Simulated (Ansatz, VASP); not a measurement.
## ScAl3N4: VASP beside Ansatz

```
CELL_PARAMETERS angstrom
0.00000 0.00000 -5.00484
3.23583 5.60461 0.00000
3.20982 -5.58960 0.00000
ATOMIC_POSITIONS crystal
Sc 0.01094 0.16122 0.32243
Sc 0.51094 0.33878 0.67757
Al 0.00216 0.16403 0.83487
Al 0.00560 0.66528 0.33057
Al 0.00216 0.67083 0.83487
Al 0.50216 0.33597 0.16513
Al 0.50560 0.83472 0.66943
Al 0.50216 0.82917 0.16513
N 0.58810 0.15908 0.31817
N 0.62495 0.15481 0.84514
N 0.62114 0.66762 0.33523
N 0.62495 0.69033 0.84514
N 0.08810 0.34092 0.68183
N 0.12495 0.34519 0.15486
N 0.12114 0.83238 0.66477
N 0.12495 0.80967 0.15486
```

Alike in both runs: functional PBEsol; k mesh 4 × 6 × 6; occupations gaussian, width 0.1 eV; no spin polarisation.

Ansatz relaxed the structure, and its values are those at the end. VASP's run is a single point on that final structure, the one shown.

|  | VASP | Ansatz |
| --- | --- | --- |
| version | VASP 6.6.1 | Ansatz 0.2.0 |
| potentials or method | VASP PAW PBE potentials, release 64 (Sc_sv, Al, N), cutoff 520 eV | scalar-relativistic, plane waves, PAW |
| valence electrons in the cell | 80 | 80 |

Ansatz gave:

| Quantity | Value |
| --- | --- |
| gap on the k mesh at the Fermi level (eV) | 3.60 |
| least direct gap on the mesh (eV) | 3.67 |
| pressure (GPa) | -0.1 |
| rms of the force components (eV/Å) | 0.005 |

Which values does VASP return?

gap on the k mesh at the Fermi level (eV): 3.60; least direct gap on the mesh (eV): 3.66; pressure (GPa): 0.1; rms of the force components (eV/Å): 0.023.

VASP's potentials were made for PBE, not for PBEsol.
